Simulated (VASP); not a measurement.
Input of a VASP 6.6.1 run:

The input POSCAR:

```
Al2O3
1.0
    2.3307500077      1.3456591443      4.2433658111
   -2.3307500077      1.3456591443      4.2433658111
    0.0000000000     -2.6913182887      4.2433658111
Al O
4 6
Direct
    0.3519098049      0.3519098049      0.3519098049
    0.1480901951      0.1480901951      0.1480901951
    0.6480901951      0.6480901951      0.6480901951
    0.8519098049      0.8519098049      0.8519098049
    0.5563680097      0.9436319903      0.2500000000
    0.2500000000      0.5563680097      0.9436319903
    0.9436319903      0.2500000000      0.5563680097
    0.4436319903      0.0563680097      0.7500000000
    0.7500000000      0.4436319903      0.0563680097
    0.0563680097      0.7500000000      0.4436319903
```

Contents of INCAR.step1:

```
SYSTEM = Al2O3
  PREC = Accurate
  ENCUT = 520
  ISMEAR = 0
  SIGMA = 0.01
  LREAL = .False.
  LASPH = .True.
  NELM = 100
  NBANDS = 35
  GGA = PE
  ALGO = Normal
  EDIFF = 1E-4
  LWAVE = .True.
  LCHARG = .False.
```

INCAR.step2

```
SYSTEM = Al2O3
  PREC = Accurate
  ENCUT = 520
  EDIFF = 1E-6
  ISMEAR = 0
  SIGMA = 0.01
  LREAL = .False.
  LASPH = .True.
  NELM = 100
  ALGO = Normal
  ISIF = 2
  LWAVE = .False.
  LCHARG = .False.
  METAGGA = R2SCAN
  LMIXTAU = .True.
  NBANDS = 35
  ISTART = 1
```

The input KPOINTS:

```
regular mesh
0
Gamma
  6 6 6
  0 0 0
```

Potentials or basis: VASP PAW PBE potentials, release 64 (Al, O).

Launch:

```console
$ cat potpaw_PBE.64/Al/POTCAR potpaw_PBE.64/O/POTCAR > POTCAR
$ cp INCAR.step1 INCAR
$ mpirun -np 1 vasp_std > vasp.out
$ cp INCAR.step2 INCAR
$ mpirun -np 1 vasp_std > vasp.out
```

(1) What does it give for the band gap on the k mesh?

(2) Estimate the pressure.

(3) Estimate the largest force.

Results:

(1) 7.98 eV.

(2) 17.6 GPa.

(3) 0.066 eV/Å.

Caveat: the cell stands under pressure; the PAW data sets were made with another functional, which shifts forces and pressure a little.
